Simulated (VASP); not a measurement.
# TiCo3 (Pm-3m) in VASP: notebook

Runs on TiCo3. Level: r2SCAN. Tasks: single point.

Everything below comes from runs of VASP 6.6.1. Logs are shortened: lines on timing, memory, paths and dates and some standing lists are left out, and cuts for length are marked.

## Step 1: The cell of the first run

Symmetry: Pm-3m, No. 221, cubic system. Conventional cell: a = 3.614 Å, b = 3.614 Å, c = 3.614 Å, α = 90.00°, β = 90.00°, γ = 90.00°. Ti (site symmetry m-3m) has 12 Co at 2.56 Å within 3.4 Å. Co (site symmetry 4/mmm) has 4 Ti at 2.56 Å and 8 Co at 2.56 Å within 3.4 Å.

## Step 2: Single point, r2SCAN, collinear spin, ferrimagnetic start

POSCAR reads:

```
TiCo3
1.0
    3.6140000000      0.0000000000      0.0000000000
    0.0000000000      3.6140000000      0.0000000000
    0.0000000000      0.0000000000      3.6140000000
Ti Co
1 3
Direct
    0.0000000000      0.0000000000      0.0000000000
    0.0000000000      0.5000000000      0.5000000000
    0.5000000000      0.0000000000      0.5000000000
    0.5000000000      0.5000000000      0.0000000000
```

INCAR.step1 reads:

```
SYSTEM = TiCo3
PREC = Accurate ; ENCUT = 520
ISMEAR = 0 ; SIGMA = 0.01
LREAL = .FALSE. ; LASPH = .TRUE.
NELM = 150 ; ISPIN = 2
MAGMOM = -0.74 1.48 1.48 1.48 ; LMAXMIX = 4
NBANDS = 32 ; GGA = PE
ALGO = Normal ; EDIFF = 1E-4
LWAVE = .TRUE. ; LCHARG = .FALSE.
```

INCAR.step2 reads:

```
SYSTEM = TiCo3
PREC = Accurate ; ENCUT = 520
EDIFF = 1E-7 ; ISMEAR = 0
SIGMA = 0.01 ; LREAL = .FALSE.
LASPH = .TRUE. ; NELM = 150
ALGO = Normal ; ISIF = 2
LWAVE = .FALSE. ; LCHARG = .TRUE.
ISPIN = 2 ; MAGMOM = -0.74 1.48 1.48 1.48
LORBIT = 11 ; LMAXMIX = 4
METAGGA = R2SCAN ; LMIXTAU = .TRUE.
LELF = .TRUE. ; LVHAR = .TRUE.
NBANDS = 32 ; ISTART = 1
```

KPOINTS reads:

```
Automatic mesh
0
G
  6 6 6
  0 0 0
```

Potentials or basis: VASP PAW PBE potentials, release 64 (Ti_sv, Co).

On the command line:

```sh
> cat potpaw_PBE.64/Ti_sv/POTCAR potpaw_PBE.64/Co/POTCAR > POTCAR
> cp INCAR.step1 INCAR
> mpirun -np 1 vasp_std > vasp.out
> cp INCAR.step2 INCAR
> mpirun -np 1 vasp_std > vasp.out
```

OUTCAR:

```text
SYSTEM = TiCo3
   PREC = Accurate
   ENCUT = 520
   EDIFF = 1E-7
   ISMEAR = 0
   LREAL = .FALSE.
   LASPH = .TRUE.
   NELM = 150
   ISIF = 2
   ISPIN = 2
   LORBIT = 11
   METAGGA = R2SCAN
   ISTART = 1

 ion  position               nearest neighbor table
   1  0.000  0.000  0.000-   2 2.56   3 2.56   4 2.56   2 2.56   3 2.56   2 2.56   4 2.56   2 2.56
                             3 2.56   4 2.56   3 2.56   4 2.56
   2  0.000  0.500  0.500-   1 2.56   3 2.56   4 2.56   1 2.56   4 2.56   1 2.56   3 2.56   1 2.56
                             3 2.56   4 2.56   4 2.56   3 2.56
   3  0.500  0.000  0.500-   1 2.56   2 2.56   4 2.56   1 2.56   4 2.56   2 2.56   4 2.56   4 2.56
                             1 2.56   2 2.56   1 2.56   2 2.56
   4  0.500  0.500  0.000-   1 2.56   2 2.56   3 2.56   2 2.56   3 2.56   1 2.56   3 2.56   3 2.56
                             1 2.56   2 2.56   2 2.56   1 2.56

  LATTYP: Found a simple cubic cell.
 ALAT       =     3.6140000000

  Lattice vectors:

 A1 = (   3.6140000000,   0.0000000000,   0.0000000000)
 A2 = (   0.0000000000,   3.6140000000,   0.0000000000)
 A3 = (   0.0000000000,   0.0000000000,   3.6140000000)

Analysis of symmetry for initial positions (statically):
=====================================================================
 Subroutine PRICEL returns:
 Original cell was already a primitive cell.

 Routine SETGRP: Setting up the symmetry group for a
 simple cubic supercell.

 Subroutine GETGRP returns: Found 48 space group operations
 (whereof 48 operations were pure point group operations)
 out of a pool of 48 trial point group operations.

The static configuration has the point symmetry O_h .

Analysis of symmetry for dynamics (positions and initial velocities):
=====================================================================
 Subroutine PRICEL returns:
 Original cell was already a primitive cell.

 Routine SETGRP: Setting up the symmetry group for a
 simple cubic supercell.

 Subroutine GETGRP returns: Found 48 space group operations
 (whereof 48 operations were pure point group operations)
 out of a pool of 48 trial point group operations.

The dynamic configuration has the point symmetry O_h .

Analysis of structural, dynamic, and magnetic symmetry:
=====================================================================
 Subroutine PRICEL returns:
 Original cell was already a primitive cell.

 Routine SETGRP: Setting up the symmetry group for a
 simple cubic supercell.

 Subroutine GETGRP returns: Found 48 space group operations
 (whereof 48 operations were pure point group operations)
 out of a pool of 48 trial point group operations.

The overall configuration has the point symmetry O_h .

 Subroutine INISYM returns: Found 48 space group operations
 (whereof 48 operations are pure point group operations),
 and found     1 'primitive' translations

----------------------------------------------------------------------------------------

                                     Primitive cell

  volume of cell :      47.2024

  direct lattice vectors                    reciprocal lattice vectors
     3.614000000  0.000000000  0.000000000     0.276701716  0.000000000  0.000000000
     0.000000000  3.614000000  0.000000000     0.000000000  0.276701716  0.000000000
     0.000000000  0.000000000  3.614000000     0.000000000  0.000000000  0.276701716

  length of vectors
     3.614000000  3.614000000  3.614000000     0.276701716  0.276701716  0.276701716

  position of ions in fractional coordinates (direct lattice)
     0.000000000  0.000000000  0.000000000
     0.000000000  0.500000000  0.500000000
     0.500000000  0.000000000  0.500000000
     0.500000000  0.500000000  0.000000000

  ion indices of the primitive-cell ions
   primitive index   ion index
                 1           1
                 2           2
                 3           3
                 4           4

----------------------------------------------------------------------------------------

 KPOINTS: Automatic mesh

Automatic generation of k-mesh.
 Grid dimensions read from file:
 generate k-points for:    6    6    6

 Generating k-lattice:

  Cartesian coordinates                     Fractional coordinates (reciprocal lattice)
     0.046116953  0.000000000  0.000000000     0.166666667  0.000000000  0.000000000
     0.000000000  0.046116953  0.000000000     0.000000000  0.166666667  0.000000000
     0.000000000  0.000000000  0.046116953     0.000000000  0.000000000  0.166666667

  Length of vectors
     0.046116953  0.046116953  0.046116953

  Shift w.r.t. Gamma in fractional coordinates (k-lattice)
     0.000000000  0.000000000  0.000000000

 Subroutine IBZKPT returns following result:
 ===========================================

 Found     20 irreducible k-points:

 Following reciprocal coordinates:
            Coordinates               Weight
  0.000000  0.000000  0.000000      1.000000
  0.166667  0.000000  0.000000      6.000000
  0.333333  0.000000  0.000000      6.000000
  0.500000  0.000000  0.000000      3.000000
  0.166667  0.166667  0.000000     12.000000
  0.333333  0.166667  0.000000     24.000000
[... 12 lines left out ...]
  0.500000  0.500000  0.333333      6.000000
  0.500000  0.500000  0.500000      1.000000
   k-points           NKPTS =     20   k-points in BZ     NKDIM =     20   number of bands    NBANDS=     32
   number of dos      NEDOS =    301   number of ions     NIONS =      4
   total plane-waves  NPLWV =  21952
   dimension x,y,z NGX =    28 NGY =   28 NGZ =   28
   dimension x,y,z NGXF=    56 NGYF=   56 NGZF=   56
   ions per type =               1   3
   NGX,Y,Z   is equivalent  to a cutoff of  12.88, 12.88, 12.88 a.u.
   NGXF,Y,Z  is equivalent  to a cutoff of  25.76, 25.76, 25.76 a.u.
 SYSTEM =  TiCo3
   PREC   = accura    normal or accurate (medium, high low for compatibility)
   ISTART =      1    job   : 0-new  1-cont  2-samecut
   ICHARG =      0    charge: 1-file 2-atom 10-const
   ISPIN  =      2    spin polarized calculation?
   LNONCOLLINEAR =      F non collinear calculations
   LSORBIT =      F    spin-orbit coupling
   LASPH  =      T    aspherical Exc in radial PAW
   ENCUT  =  520.0 eV  38.22 Ry    6.18 a.u.   6.72  6.72  6.72*2*pi/ulx,y,z
   NELM   =    150;   NELMIN=  2; NELMDL=  0     # of ELM steps
   EDIFF  = 0.1E-06   stopping-criterion for ELM
   LREAL  =      F    real-space projection
   EDIFFG = 0.1E-05   stopping-criterion for IOM
   NSW    =      0    number of steps for IOM
   IBRION =     -1    ionic relax: 0-MD 1-quasi-New 2-CG
   NFREE  =      0    steps in history (QN), initial steepest desc. (CG)
   ISIF   =      2    stress and relaxation
   ISYM   =      2    0-nonsym 1-usesym 2-fastsym
   POTIM  = 0.5000    time-step for ionic-motion
   TEBEG  =    0.0;   TEEND  =   0.0 temperature during run
   PSTRESS=    0.0 pullay stress
   NELECT =      39.0000    total number of electrons
   NUPDOWN=      -1.0000    fix difference up-down
   EMIN   =  10.00;   EMAX   =-10.00  energy-range for DOS
   EFERMI =   0.00;   METHOD = LEGACY
   ISMEAR =     0;   SIGMA  =   0.01  broadening in eV -4-tet -1-fermi 0-gaus
   EFERMI_NEDOS =   21; number of points for ismear=-14 and -15
   IALGO  =     38    algorithm
   IMIX   =      4    mixing-type and parameters
     AMIX     =   0.40;   BMIX     =  1.00
     AMIX_MAG =   1.60;   BMIX_MAG =  1.00
  volume/ion in A,a.u.               =      11.80        79.63
  Fermi-wavevector in a.u.,A,eV,Ry     =   1.536178  2.902956 32.107613  2.359843
  Thomas-Fermi vector in A             =   2.642863
   LORBIT       =     11    0 simple, 1 ext, 2 COOP (PROOUT), +10 PAW based schemes
   METAGGA = R2SCAN    functional components
   LHFCALC =     F    Hartree Fock is set to
   AEXX    =    0.0000 exact exchange contribution
   IVDW    =     0    specifies the selected vdW correction
   LEPSILON=     F    determine dielectric tensor
   LRPA    =     F    only Hartree local field effects (RPA)
 spin polarized calculation
 Gauss-broadening in eV      SIGMA  =   0.01
  energy-cutoff  :      520.00
  volume of cell :       47.20
 maximum number of plane-waves:      1328
 NGX is ok and might be reduce to    28
   NGX = 13   NGY = 13   NGZ = 13

 number of electron      39.0000026 magnetization       2.7407246

 Free energy of the ion-electron system (eV)
  ---------------------------------------------------
  ext. energy  EPLUGINS =         0.00000000
  ---------------------------------------------------
  free energy    TOTEN  =       -53.32532611 eV

  energy without entropy =      -53.32505479  energy(sigma->0) =      -53.32519045

 E-fermi :  10.2946     XC(G=0): -14.2238

 val. band max:       10.2634976168   @ k =   0.5000   0.5000   0.0000
 cond. band min:      10.2985046525   @ k =   0.3333   0.3333   0.1667
 fundamental gap:      0.0350070357
 Fermi energy:        10.2946106065

 spin component 1

 k-point     1 :       0.0000    0.0000    0.0000
  band No.  band energies     occupation
      1     -48.5156      1.00000
      2     -23.7283      1.00000
      3     -23.7283      1.00000
      4     -23.7283      1.00000
      5       1.7470      1.00000
      6       5.0570      1.00000
[... 669 lines left out ...]
     30      18.1348      0.00000
     31      18.1348      0.00000
 Fermi energy:        10.2946106065

 spin component 2

 k-point     1 :       0.0000    0.0000    0.0000
  band No.  band energies     occupation
      1     -49.3655      1.00000
      2     -24.5841      1.00000
      3     -24.5841      1.00000
      4     -24.5841      1.00000
      5       1.1886      1.00000
      6       5.8195      1.00000
[... 669 lines left out ...]
     30      18.2447      0.00000
     31      18.2447      0.00000
 [bands above 31 left out]

------------------------ aborting loop because EDIFF is reached ----------------------------------------

  FORCE on cell =-STRESS in cart. coord.  units (eV):
  Direction    XX          YY          ZZ          XY          YZ          ZX
  --------------------------------------------------------------------------------------
  -------------------------------------------------------------------------------------
  Total       -1.2721970     -1.2721970     -1.2721970     -0.0000000      0.0000000      0.0000000
  in kB      -43.1817754    -43.1817754    -43.1817754     -0.0000000      0.0000000      0.0000000
  external PRESSURE =     -43.1817754 kB  Pullay stress =       0.0000000 kB

 VOLUME and BASIS-vectors are now :
 -----------------------------------------------------------------------------
  energy-cutoff  :      520.00
  volume of cell :       47.20
      direct lattice vectors                 reciprocal lattice vectors
     3.614000000  0.000000000  0.000000000     0.276701716  0.000000000  0.000000000
     0.000000000  3.614000000  0.000000000     0.000000000  0.276701716  0.000000000
     0.000000000  0.000000000  3.614000000     0.000000000  0.000000000  0.276701716

 POSITION                                       TOTAL-FORCE (eV/Angst)
 -----------------------------------------------------------------------------------
      0.00000      0.00000      0.00000         0.000000      0.000000      0.000000
      0.00000      1.80700      1.80700         0.000000      0.000000      0.000000
      1.80700      0.00000      1.80700         0.000000      0.000000      0.000000
      1.80700      1.80700      0.00000         0.000000      0.000000      0.000000
 -----------------------------------------------------------------------------------
    total drift:                                0.000000      0.000000      0.000000

  FREE ENERGIE OF THE ION-ELECTRON SYSTEM (eV)
  ---------------------------------------------------
  free  energy   TOTEN  =       -53.3253261075 eV

  energy  without entropy=      -53.3250547893  energy(sigma->0) =      -53.32519045

 total charge

# of ion       s       p       d       tot
------------------------------------------
    1        2.256   6.197   1.882  10.335
    2        0.520   0.532   7.278   8.330
    3        0.520   0.532   7.278   8.330
    4        0.520   0.532   7.278   8.330
--------------------------------------------------
tot          3.816   7.793  23.718  35.326

 magnetization (x)

# of ion       s       p       d       tot
------------------------------------------
    1       -0.020  -0.058  -0.677  -0.756
    2       -0.004  -0.062   1.353   1.286
    3       -0.004  -0.062   1.353   1.286
    4       -0.004  -0.062   1.353   1.286
--------------------------------------------------
tot         -0.033  -0.245   3.380   3.103
```

Run time: 2.4 min. Hardware: 1 thread of Intel Xeon 6975P-C (Granite Rapids), shared host; peak memory 0.21 GiB.

What came out:

* Free energy: -53.3253 eV
* Pressure: -4.3 GPa
* Net moment: 2.74 μB per cell
* Site moments: Ti -0.76; Co +1.29 μB
* Valence electrons inside the program's atomic spheres: Ti 10.34; Co 8.33

Levels at points of the mesh, in eV from the Fermi level:
Spin up:
| k point | band 18 | band 19 | band 20 | band 21 | band 22 | band 23 | band 24 | band 25 |
| --- | --- | --- | --- | --- | --- | --- | --- | --- |
| (0.00, 0.00, 0.00) | -0.82 | -0.82 | -0.82 | 1.84 | 1.84 | 2.91 | 2.91 | 2.91 |
| (0.50, 0.00, 0.00) | -1.91 | -1.91 | -1.69 | -0.82 | 0.96 | 0.96 | 1.28 | 2.51 |
| (0.50, 0.50, 0.00) | -2.45 | -1.77 | -1.71 | -1.69 | 0.88 | 0.88 | 1.50 | 1.50 |
| (0.50, 0.50, 0.50) | -1.14 | -1.14 | -0.54 | 0.40 | 0.40 | 0.40 | 1.37 | 1.37 |
Spin down:
```tsv
k point	band 16	band 17	band 18	band 19	band 20	band 21
(0.00, 0.00, 0.00)	0.54	1.03	1.03	1.03	1.38	2.51
(0.50, 0.00, 0.00)	-0.54	-0.51	-0.31	0.18	0.76	0.76
(0.50, 0.50, 0.00)	-1.47	-0.58	-0.21	-0.21	-0.07	-0.03
(0.50, 0.50, 0.50)	-0.90	-0.81	-0.25	-0.25	-0.25	1.08
```

Caveat: the cell stands under tension; the PAW data sets were made with another functional, which shifts forces and pressure a little.

(Continued in part 2 of 3.)
